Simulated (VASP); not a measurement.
# GaGe3 (P1) in VASP: single point with r2SCAN

Aim: the single point of GaGe3 with r2SCAN.

Everything below comes from runs of VASP 6.6.1. Logs are shortened: lines on timing, memory, paths and dates and some standing lists are left out, and cuts for length are marked.

**1. The cell of the first run**

The typed cell holds 4 atoms: a = 4.324 Å, b = 4.395 Å, c = 4.233 Å, α = 90.54°, β = 89.62°, γ = 88.87°.

**2. Single point, r2SCAN**

POSCAR

```
GaGe3
1.0
    4.3238800000      0.0431400000      0.0142400000
    0.0431400000      4.3949400000     -0.0205800000
    0.0142400000     -0.0205800000      4.2327600000
Ga Ge
1 3
Direct
    0.9849200000      0.9874200000      0.9960800000
    0.0116000000      0.4858700000      0.4710300000
    0.5000700000      0.0476500000      0.5309000000
    0.4821800000      0.5059000000      0.9861200000
```

INCAR.step1

```
SYSTEM = GaGe3
ALGO = Normal
EDIFF = 1E-4
ENCUT = 520
GGA = PE
ISMEAR = 1
LASPH = .True.
LCHARG = .False.
LREAL = .False.
LWAVE = .True.
NBANDS = 36
NELM = 60
PREC = Accurate
SIGMA = 0.1
```

INCAR.step2

```
SYSTEM = GaGe3
ALGO = Normal
EDIFF = 1E-7
ENCUT = 520
ISIF = 2
ISMEAR = 1
ISTART = 1
LASPH = .True.
LCHARG = .False.
LMIXTAU = .True.
LREAL = .False.
LWAVE = .False.
METAGGA = R2SCAN
NBANDS = 36
NELM = 60
PREC = Accurate
SIGMA = 0.1
```

KPOINTS

```
k-points
0
Gamma
  4 3 4
  0 0 0
```

Potentials or basis: VASP PAW PBE potentials, release 64 (Ga_d, Ge_d).

Run with:

```bash
> cat potpaw_PBE.64/Ga_d/POTCAR potpaw_PBE.64/Ge_d/POTCAR > POTCAR
> cp INCAR.step1 INCAR
> mpirun -np 1 vasp_std > vasp.out
> cp INCAR.step2 INCAR
> mpirun -np 1 vasp_std > vasp.out
```

OUTCAR:

```text
SYSTEM = GaGe3
   EDIFF = 1E-7
   ENCUT = 520
   ISIF = 2
   ISMEAR = 1
   ISTART = 1
   LASPH = .True.
   LREAL = .False.
   METAGGA = R2SCAN
   NELM = 60
   PREC = Accurate

 ion  position               nearest neighbor table
   1  0.985  0.987  0.996-   3 2.90
   2  0.012  0.486  0.471-   3 2.84   4 2.88
   3  0.500  0.048  0.531-   4 2.77   2 2.84   1 2.90
   4  0.482  0.506  0.986-   3 2.77   2 2.88

  LATTYP: Found a triclinic cell.
 ALAT       =     6.0729546537
 B/A-ratio  =     0.6969974625
 C/A-ratio  =     0.7120288057
 COS(alpha) =     0.0066085836
 COS(beta)  =     0.0189182113
 COS(gamma) =     0.6901140474

  Lattice vectors:

 A1 = (   0.0573800000,   4.3743600000,   4.2121800000)
 A2 = (   0.0142400000,  -0.0205800000,   4.2327600000)
 A3 = (   4.3238800000,   0.0431400000,   0.0142400000)

Analysis of symmetry for initial positions (statically):
=====================================================================
 Subroutine PRICEL returns:
 Original cell was already a primitive cell.

 Routine SETGRP: Setting up the symmetry group for a
 triclinic supercell.

 Subroutine GETGRP returns: Found  1 space group operations
 (whereof  1 operations were pure point group operations)
 out of a pool of  2 trial point group operations.

The static configuration has the point symmetry C_1 .

Analysis of symmetry for dynamics (positions and initial velocities):
=====================================================================
 Subroutine PRICEL returns:
 Original cell was already a primitive cell.

 Routine SETGRP: Setting up the symmetry group for a
 triclinic supercell.

 Subroutine GETGRP returns: Found  1 space group operations
 (whereof  1 operations were pure point group operations)
 out of a pool of  2 trial point group operations.

The dynamic configuration has the point symmetry C_1 .

 Subroutine INISYM returns: Found  1 space group operations
 (whereof  1 operations are pure point group operations),
 and found     1 'primitive' translations

----------------------------------------------------------------------------------------

                                     Primitive cell

  volume of cell :      80.4253

  direct lattice vectors                    reciprocal lattice vectors
     4.323880000  0.043140000  0.014240000     0.231299051 -0.002274089 -0.000789201
     0.043140000  4.394940000 -0.020580000    -0.002274089  0.227561931  0.001114074
     0.014240000 -0.020580000  4.232760000    -0.000789201  0.001114074  0.236260541

  length of vectors
     4.324118649  4.395199904  4.232833983     0.231311577  0.227576020  0.236264485

  position of ions in fractional coordinates (direct lattice)
     0.984920000  0.987420000  0.996080000
     0.011600000  0.485870000  0.471030000
     0.500070000  0.047650000  0.530900000
     0.482180000  0.505900000  0.986120000

  ion indices of the primitive-cell ions
   primitive index   ion index
                 1           1
                 2           2
                 3           3
                 4           4

----------------------------------------------------------------------------------------

 KPOINTS: k-points

Automatic generation of k-mesh.
 Grid dimensions read from file:
 generate k-points for:    4    3    4

 Generating k-lattice:

  Cartesian coordinates                     Fractional coordinates (reciprocal lattice)
     0.057824763 -0.000568522 -0.000197300     0.250000000 -0.000000000  0.000000000
    -0.000758030  0.075853977  0.000371358     0.000000000  0.333333333 -0.000000000
    -0.000197300  0.000278518  0.059065135    -0.000000000  0.000000000  0.250000000

  Length of vectors
     0.057827894  0.075858673  0.059066121

  Shift w.r.t. Gamma in fractional coordinates (k-lattice)
     0.000000000  0.000000000  0.000000000

 Subroutine IBZKPT returns following result:
 ===========================================

 Found     26 irreducible k-points:

 Following reciprocal coordinates:
            Coordinates               Weight
  0.000000  0.000000  0.000000      1.000000
  0.250000  0.000000 -0.000000      2.000000
  0.500000  0.000000 -0.000000      1.000000
  0.000000  0.333333  0.000000      2.000000
  0.250000  0.333333  0.000000      2.000000
  0.500000  0.333333 -0.000000      2.000000
[... 16 lines left out ...]
  0.000000  0.333333  0.500000      2.000000
  0.250000  0.333333  0.500000      2.000000
 [... further k-points ...]
   k-points           NKPTS =     26   k-points in BZ     NKDIM =     26   number of bands    NBANDS=     36
   number of dos      NEDOS =    301   number of ions     NIONS =      4
   total plane-waves  NPLWV =  36864
   dimension x,y,z NGX =    32 NGY =   36 NGZ =   32
   dimension x,y,z NGXF=    64 NGYF=   72 NGZF=   64
   ions per type =               1   3
   NGX,Y,Z   is equivalent  to a cutoff of  12.30, 13.62, 12.57 a.u.
   NGXF,Y,Z  is equivalent  to a cutoff of  24.61, 27.23, 25.14 a.u.
 SYSTEM =  GaGe3
   PREC   = accura    normal or accurate (medium, high low for compatibility)
   ISTART =      1    job   : 0-new  1-cont  2-samecut
   ICHARG =      0    charge: 1-file 2-atom 10-const
   ISPIN  =      1    spin polarized calculation?
   LNONCOLLINEAR =      F non collinear calculations
   LSORBIT =      F    spin-orbit coupling
   LASPH  =      T    aspherical Exc in radial PAW
   ENCUT  =  520.0 eV  38.22 Ry    6.18 a.u.   8.04  8.17  7.87*2*pi/ulx,y,z
   NELM   =     60;   NELMIN=  2; NELMDL=  0     # of ELM steps
   EDIFF  = 0.1E-06   stopping-criterion for ELM
   LREAL  =      F    real-space projection
   EDIFFG = 0.1E-05   stopping-criterion for IOM
   NSW    =      0    number of steps for IOM
   IBRION =     -1    ionic relax: 0-MD 1-quasi-New 2-CG
   NFREE  =      0    steps in history (QN), initial steepest desc. (CG)
   ISIF   =      2    stress and relaxation
   ISYM   =      2    0-nonsym 1-usesym 2-fastsym
   POTIM  = 0.5000    time-step for ionic-motion
   TEBEG  =    0.0;   TEEND  =   0.0 temperature during run
   PSTRESS=    0.0 pullay stress
   NELECT =      55.0000    total number of electrons
   NUPDOWN=      -1.0000    fix difference up-down
   EMIN   =  10.00;   EMAX   =-10.00  energy-range for DOS
   EFERMI =   0.00;   METHOD = LEGACY
   ISMEAR =     1;   SIGMA  =   0.10  broadening in eV -4-tet -1-fermi 0-gaus
   EFERMI_NEDOS =   21; number of points for ismear=-14 and -15
   IALGO  =     38    algorithm
   IMIX   =      4    mixing-type and parameters
     AMIX     =   0.40;   BMIX     =  1.00
     AMIX_MAG =   1.60;   BMIX_MAG =  1.00
  volume/ion in A,a.u.               =      20.11       135.68
  Fermi-wavevector in a.u.,A,eV,Ry     =   1.442330  2.725609 28.304433  2.080317
  Thomas-Fermi vector in A             =   2.560863
   LORBIT       =      0    0 simple, 1 ext, 2 COOP (PROOUT), +10 PAW based schemes
   METAGGA = R2SCAN    functional components
   LHFCALC =     F    Hartree Fock is set to
   AEXX    =    0.0000 exact exchange contribution
   IVDW    =     0    specifies the selected vdW correction
   LEPSILON=     F    determine dielectric tensor
   LRPA    =     F    only Hartree local field effects (RPA)
 non-spin polarized calculation
 Methfessel and Paxton  Order N= 1 SIGMA  =   0.10
  energy-cutoff  :      520.00
  volume of cell :       80.43
 maximum number of plane-waves:      2183
   NGX = 17   NGY = 17   NGZ = 15

 number of electron      54.9999983 magnetization

 Free energy of the ion-electron system (eV)
  ---------------------------------------------------
  ext. energy  EPLUGINS =         0.00000000
  ---------------------------------------------------
  free energy    TOTEN  =       -51.30800606 eV

  energy without entropy =      -51.30819179  energy(sigma->0) =      -51.30806797

 E-fermi :   5.7593     XC(G=0): -11.9737

 val. band max:        5.6816098335   @ k =  -0.2500   0.0000   0.2500
 cond. band min:       5.7622744133   @ k =   0.2500   0.0000  -0.0000
 fundamental gap:      0.0806645798
 Fermi energy:         5.7592951577

 k-point     1 :       0.0000    0.0000    0.0000
  band No.  band energies     occupation
      1     -19.7794      2.00000
      2     -19.7700      2.00000
      3     -19.7607      2.00000
      4     -19.7583      2.00000
      5     -19.7255      2.00000
      6     -19.7133      2.00000
[... 28 lines left out ...]
     35      12.7999      0.00000
     36      12.9561      0.00000

 k-point     2 :       0.2500    0.0000   -0.0000
  band No.  band energies     occupation
      1     -19.7789      2.00000
      2     -19.7558      2.00000
      3     -19.7499      2.00000
      4     -19.7426      2.00000
      5     -19.7231      2.00000
      6     -19.7066      2.00000
[... 28 lines left out ...]
     35      13.3170      0.00000
     36      13.6444      0.00000

 k-point     3 :       0.5000    0.0000   -0.0000
  band No.  band energies     occupation
      1     -19.7776      2.00000
      2     -19.7393      2.00000
      3     -19.7291      2.00000
      4     -19.7239      2.00000
      5     -19.7173      2.00000
      6     -19.7032      2.00000
[... 28 lines left out ...]
     35      11.5713      0.00000
     36      12.0911      0.00000

 k-point     4 :       0.0000    0.3333    0.0000
  band No.  band energies     occupation
      1     -19.7638      2.00000
      2     -19.7580      2.00000
      3     -19.7457      2.00000
      4     -19.7428      2.00000
      5     -19.7202      2.00000
      6     -19.7067      2.00000
[... 28 lines left out ...]
     35      12.8941      0.00000
     36      13.0804      0.00000

 k-point     5 :       0.2500    0.3333    0.0000
  band No.  band energies     occupation
      1     -19.7586      2.00000
      2     -19.7505      2.00000
      3     -19.7417      2.00000
      4     -19.7316      2.00000
      5     -19.7177      2.00000
      6     -19.7048      2.00000
[... 655 lines left out ...]
 k-point    22 :       0.5000    0.0000    0.5000
  band No.  band energies     occupation
      1     -19.7418      2.00000
      2     -19.7380      2.00000
      3     -19.7356      2.00000
      4     -19.7262      2.00000
      5     -19.7174      2.00000
      6     -19.7105      2.00000
[... 28 lines left out ...]
     35      13.6957      0.00000
     36      13.9580      0.00000

 k-point    23 :       0.0000    0.3333    0.5000
  band No.  band energies     occupation
      1     -19.7521      2.00000
      2     -19.7458      2.00000
      3     -19.7328      2.00000
      4     -19.7190      2.00000
      5     -19.7117      2.00000
      6     -19.7076      2.00000
[... 28 lines left out ...]
     35      13.2704      0.00000
     36      13.4342      0.00000

 k-point    24 :       0.2500    0.3333    0.5000
  band No.  band energies     occupation
      1     -19.7517      2.00000
      2     -19.7454      2.00000
      3     -19.7317      2.00000
      4     -19.7277      2.00000
      5     -19.7228      2.00000
      6     -19.7180      2.00000
[... 28 lines left out ...]
     35      13.2009      0.00000
     36      13.3904      0.00000

 [... further k-points ...]
[... 5 lines left out ...]
  --------------------------------------------------------------------------------------
  -------------------------------------------------------------------------------------
  Total       -1.5187032     -1.5653560     -1.7025520      0.2407204      0.0697639     -0.2667296
  in kB      -30.2545464    -31.1839298    -33.9170541      4.7954635      1.3897882     -5.3136003
  external PRESSURE =     -31.7851768 kB  Pullay stress =       0.0000000 kB

 VOLUME and BASIS-vectors are now :
 -----------------------------------------------------------------------------
  energy-cutoff  :      520.00
  volume of cell :       80.43
      direct lattice vectors                 reciprocal lattice vectors
     4.323880000  0.043140000  0.014240000     0.231299051 -0.002274089 -0.000789201
     0.043140000  4.394940000 -0.020580000    -0.002274089  0.227561931  0.001114074
     0.014240000 -0.020580000  4.232760000    -0.000789201  0.001114074  0.236260541

 POSITION                                       TOTAL-FORCE (eV/Angst)
 -----------------------------------------------------------------------------------
      4.31546      4.36164      4.20987        -0.061045     -0.043285      0.139652
      0.07782      2.12618      1.98392        -0.071772     -0.118336     -0.267469
      2.17186      0.22007      2.25331         0.114800      0.071574      0.200883
      2.12076      2.22391      4.17046         0.018018      0.090047     -0.073066
 -----------------------------------------------------------------------------------
    total drift:                                0.016047      0.001562      0.018504

  FREE ENERGIE OF THE ION-ELECTRON SYSTEM (eV)
  ---------------------------------------------------
  free  energy   TOTEN  =       -51.3080060551 eV

  energy  without entropy=      -51.3081917866  energy(sigma->0) =      -51.30806797
```

Run time: 2.4 min. Hardware: 1 thread of Intel Xeon Platinum 8488C (Sapphire Rapids), shared host; peak memory 0.23 GiB.

Results:

```yaml
Free_energy: -51.3080 eV
Pressure: -3.2 GPa
Largest_force: 0.301 eV/Å
```

Forces on the atoms (eV/Å):
```
Ga  -0.061 -0.043  0.140
Ge  -0.072 -0.118 -0.267
Ge   0.115  0.072  0.201
Ge   0.018  0.090 -0.073
```

Stress tensor (GPa, compression positive):
```
-3.03  0.48 -0.53
 0.48 -3.12  0.14
-0.53  0.14 -3.39
```

Caveat: the k points lie up to 0.48 Å⁻¹ apart; the PAW data sets were made with another functional, which shifts forces and pressure a little.
